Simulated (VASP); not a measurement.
# TiAl (P-6m2) in VASP: a series of runs, part 2 of 2

VASP 6.6.1.

**4. Single point, PBEsol (strain -0.0100 x Voigt [0, 0, 1, 0, 0, 0])**

Contents of INCAR:

```
SYSTEM = TiAl
  ALGO = Normal
  EDIFF = 1E-6
  ENCUT = 500
  GGA = PS
  GGA_COMPAT = .FALSE.
  ISIF = 2
  ISMEAR = 0
  LASPH = .TRUE.
  LCHARG = .FALSE.
  LREAL = .FALSE.
  LWAVE = .FALSE.
  NBANDS = 14
  NELM = 120
  PREC = Accurate
  SIGMA = 0.15
```

Contents of KPOINTS:

```
k-points
0
G
  24 24 14
  0 0 0
```

Contents of POSCAR:

```
TiAl
1.0
    2.8478212843      0.0000000000      0.0000000000
   -1.4239106421      2.4662855776      0.0000000000
    0.0000000000      0.0000000000      4.5737452934
Ti Al
1 1
Direct
    0.0000000000      0.0000000000      0.0000000000
    0.3333333333      0.6666666667      0.5000000000
```

Potentials or basis: VASP PAW PBE potentials, release 64 (Ti_sv, Al).

The run is started by

```bash
$ cat potpaw_PBE.64/Ti_sv/POTCAR potpaw_PBE.64/Al/POTCAR > POTCAR
$ mpirun -np 1 vasp_std > vasp.out
```

OUTCAR:

```text
SYSTEM = TiAl
   EDIFF = 1E-6
   ENCUT = 500
   GGA = PS
   ISIF = 2
   ISMEAR = 0
   LASPH = .TRUE.
   LREAL = .FALSE.
   NELM = 120
   PREC = Accurate

 ion  position               nearest neighbor table
   1  0.000  0.000  0.000-   2 2.82   2 2.82   2 2.82   2 2.82   2 2.82   2 2.82
   2  0.333  0.667  0.500-   1 2.82   1 2.82   1 2.82   1 2.82   1 2.82   1 2.82

  LATTYP: Found a hexagonal cell.
 ALAT       =     2.8478212843
 C/A-ratio  =     1.6060506741

  Lattice vectors:

 A1 = (   2.8478212843,   0.0000000000,   0.0000000000)
 A2 = (  -1.4239106421,   2.4662855776,   0.0000000000)
 A3 = (   0.0000000000,   0.0000000000,   4.5737452934)

Analysis of symmetry for initial positions (statically):
=====================================================================
 Subroutine PRICEL returns:
 Original cell was already a primitive cell.

 Routine SETGRP: Setting up the symmetry group for a
 hexagonal supercell.

 Subroutine GETGRP returns: Found 12 space group operations
 (whereof 12 operations were pure point group operations)
 out of a pool of 24 trial point group operations.

The static configuration has the point symmetry D_3h.

Analysis of symmetry for dynamics (positions and initial velocities):
=====================================================================
 Subroutine PRICEL returns:
 Original cell was already a primitive cell.

 Routine SETGRP: Setting up the symmetry group for a
 hexagonal supercell.

 Subroutine GETGRP returns: Found 12 space group operations
 (whereof 12 operations were pure point group operations)
 out of a pool of 24 trial point group operations.

The dynamic configuration has the point symmetry D_3h.

 Subroutine INISYM returns: Found 12 space group operations
 (whereof 12 operations are pure point group operations),
 and found     1 'primitive' translations

----------------------------------------------------------------------------------------

[... 116 lines left out ...]
   LORBIT       =      0    0 simple, 1 ext, 2 COOP (PROOUT), +10 PAW based schemes
   GGA     = PS    functional components
   LHFCALC =     F    Hartree Fock is set to
   AEXX    =    0.0000 exact exchange contribution
   IVDW    =     0    specifies the selected vdW correction
   LEPSILON=     F    determine dielectric tensor
   LRPA    =     F    only Hartree local field effects (RPA)
 non-spin polarized calculation
 Gauss-broadening in eV      SIGMA  =   0.15
  energy-cutoff  :      500.00
  volume of cell :       32.12
 maximum number of plane-waves:       831
 NGX is ok and might be reduce to    24
   NGX = 11   NGY = 11   NGZ = 17

 number of electron      15.0000005 magnetization

 Free energy of the ion-electron system (eV)
  ---------------------------------------------------
  ext. energy  EPLUGINS =         0.00000000
  ---------------------------------------------------
  free energy    TOTEN  =       -12.94388576 eV

  energy without entropy =      -12.91409551  energy(sigma->0) =      -12.92899063

 E-fermi :   8.1320     XC(G=0): -11.1885

 val. band max:        8.1319176196   @ k =   0.3333   0.3333   0.3571
 cond. band min:       8.1326669720   @ k =   0.2500   0.2083   0.5000
 fundamental gap:      0.0007493524
 Fermi energy:         8.1320377864

 k-point     1 :       0.0000    0.0000    0.0000
  band No.  band energies     occupation
      1     -48.0806      2.00000
      2     -24.5114      2.00000
      3     -24.0622      2.00000
      4     -24.0622      2.00000
      5      -0.9265      2.00000
      6       5.8495      2.00000
      7       6.4253      2.00000
      8       9.4428      0.00000
      9       9.4428      0.00000
     10      10.9672      0.00000
     11      10.9672      0.00000
     12      12.4020      0.00000
     13      21.1298      0.00000
     14      21.1298      0.00000
[... 377 lines left out ...]
      1     -47.9752      2.00000
      2     -24.6804      2.00000
      3     -24.4075      2.00000
      4     -24.2117      2.00000
      5       4.2051      2.00000
      6       5.4585      2.00000
      7       6.5565      2.00000
      8       7.1488      2.00000
      9      10.1671      0.00000
     10      12.0316      0.00000
     11      12.4323      0.00000
     12      12.5470      0.00000
     13      13.8820      0.00000
     14      15.6687      0.00000

 [... further k-points ...]
[... 5 lines left out ...]
  --------------------------------------------------------------------------------------
  -------------------------------------------------------------------------------------
  Total        0.1601914      0.1601914      0.4782627      0.0000000      0.0000000      0.0000000
  in kB        7.9895392      7.9895392     23.8533295      0.0000000      0.0000000      0.0000000
  external PRESSURE =      13.2774693 kB  Pullay stress =       0.0000000 kB

 VOLUME and BASIS-vectors are now :
 -----------------------------------------------------------------------------
  energy-cutoff  :      500.00
  volume of cell :       32.12
      direct lattice vectors                 reciprocal lattice vectors
     2.847821284  0.000000000  0.000000000     0.351145630  0.202734024  0.000000000
    -1.423910642  2.466285578  0.000000000     0.000000000  0.405468048  0.000000000
     0.000000000  0.000000000  4.573745293     0.000000000  0.000000000  0.218639197

 POSITION                                       TOTAL-FORCE (eV/Angst)
 -----------------------------------------------------------------------------------
      0.00000      0.00000      0.00000         0.000000     -0.000000      0.000000
     -0.00000      1.64419      2.28687         0.000000      0.000000      0.000000
 -----------------------------------------------------------------------------------
    total drift:                                0.000000     -0.000000      0.000000

  FREE ENERGIE OF THE ION-ELECTRON SYSTEM (eV)
  ---------------------------------------------------
  free  energy   TOTEN  =       -12.9438857572 eV

  energy  without entropy=      -12.9140955118  energy(sigma->0) =      -12.92899063
```

OSZICAR:

```text
N       E                     dE             d eps       ncg     rms          rms(c)
DAV:   1     0.978255023983E+02    0.97826E+02   -0.69670E+03 13682   0.106E+03
DAV:   2    -0.886118197093E+01   -0.10669E+03   -0.10245E+03 14174   0.296E+02
DAV:   3    -0.143835499888E+02   -0.55224E+01   -0.54068E+01 20536   0.653E+01
DAV:   4    -0.145474953362E+02   -0.16395E+00   -0.16368E+00 15604   0.996E+00
DAV:   5    -0.145530372640E+02   -0.55419E-02   -0.55416E-02 20482   0.173E+00    0.984E+00
DAV:   6    -0.132201864747E+02    0.13329E+01   -0.60345E+00 15454   0.306E+01    0.366E+00
DAV:   7    -0.129730116376E+02    0.24717E+00   -0.69592E-01 14920   0.961E+00    0.211E+00
DAV:   8    -0.129480390634E+02    0.24973E-01   -0.16522E-01 15674   0.459E+00    0.823E-01
DAV:   9    -0.129467231587E+02    0.13159E-02   -0.49776E-02 14938   0.320E+00    0.438E-01
DAV:  10    -0.129438240927E+02    0.28991E-02   -0.76959E-03 15354   0.112E+00    0.684E-02
DAV:  11    -0.129439073623E+02   -0.83270E-04   -0.87086E-04 18814   0.282E-01    0.646E-02
DAV:  12    -0.129438982382E+02    0.91241E-05   -0.33850E-05 14948   0.557E-02    0.434E-02
DAV:  13    -0.129438860894E+02    0.12149E-04   -0.25838E-05 15614   0.619E-02    0.121E-02
DAV:  14    -0.129438857572E+02    0.33212E-06   -0.13877E-06 11948   0.112E-02
   1 F= -.12943886E+02 E0= -.12928991E+02  d E =-.297902E-01
```

stdout:

```text
POSCAR found type information on POSCAR TiAl
 POSCAR found :  2 types and       2 ions
 scaLAPACK will be used
 -----------------------------------------------------------------------------
|                                                                             |
|                                                                             |
|     You enforced a specific xc type in the INCAR file but a different       |
|     I HOPE YOU KNOW WHAT YOU ARE DOING!                                     |
|                                                                             |
 -----------------------------------------------------------------------------

 LDA part: xc-table for (Slater+PW92), standard interpolation
 POSCAR, INCAR and KPOINTS ok, starting setup
 FFT: planning ... GRIDC
 FFT: planning ... GRID_SOFT
 FFT: planning ... GRID
 WAVECAR not read
 entering main loop
```

Run time: 82 s. Hardware: 1 thread of Intel Xeon 6975P-C (Granite Rapids), shared host; peak memory 0.32 GiB.

Results:

* Free energy: -12.9439 eV
* Pressure: 1.3 GPa

Levels at points of the mesh, in eV from the Fermi level:
| k point | band 5 | band 6 | band 7 | band 8 | band 9 | band 10 | band 11 | band 12 |
| --- | --- | --- | --- | --- | --- | --- | --- | --- |
| (0.00, 0.00, 0.00) | -9.06 | -2.28 | -1.71 | 1.31 | 1.31 | 2.84 | 2.84 | 4.27 |
| (0.50, 0.00, 0.00) | -3.81 | -2.85 | -1.60 | -1.02 | 2.13 | 4.09 | 4.29 | 4.32 |
| (0.00, 0.00, 0.50) | -8.08 | -5.32 | -0.37 | 1.33 | 1.33 | 2.75 | 2.75 | 7.17 |
| (0.50, 0.00, 0.50) | -3.76 | -2.40 | -1.88 | 0.57 | 1.00 | 1.91 | 3.19 | 4.09 |

Caveat: the cell differs from its parent crystal (strain -0.0100 x Voigt [0, 0, 1, 0, 0, 0]); the PAW data sets were made with another functional, which shifts forces and pressure a little.

**5. Summary**

| cell | gap on the mesh (eV) | pressure (GPa) |
| --- | --- | --- |
| a = 2.848, b = 2.848, c = 4.528 Å, angles 90.0, 90.0, 120.0°, 2 atoms | none | 2.7 |
| a = 2.848, b = 2.848, c = 4.551 Å, angles 90.0, 90.0, 120.0°, 2 atoms | none | 2.0 |
| a = 2.848, b = 2.848, c = 4.574 Å, angles 90.0, 90.0, 120.0°, 2 atoms | none | 1.3 |

Alike in all rows: task single point; level PBEsol; potentials or basis VASP PAW PBE potentials, release 64 (Ti_sv, Al); no spin polarisation; k mesh 24 × 24 × 14; cutoff (eV) 500; smearing gaussian 0.15 eV.

Caveats: the PAW data sets were made with another functional, which shifts forces and pressure a little.

Total energies depend on the potentials used, so only differences within one code and one set of settings carry meaning.
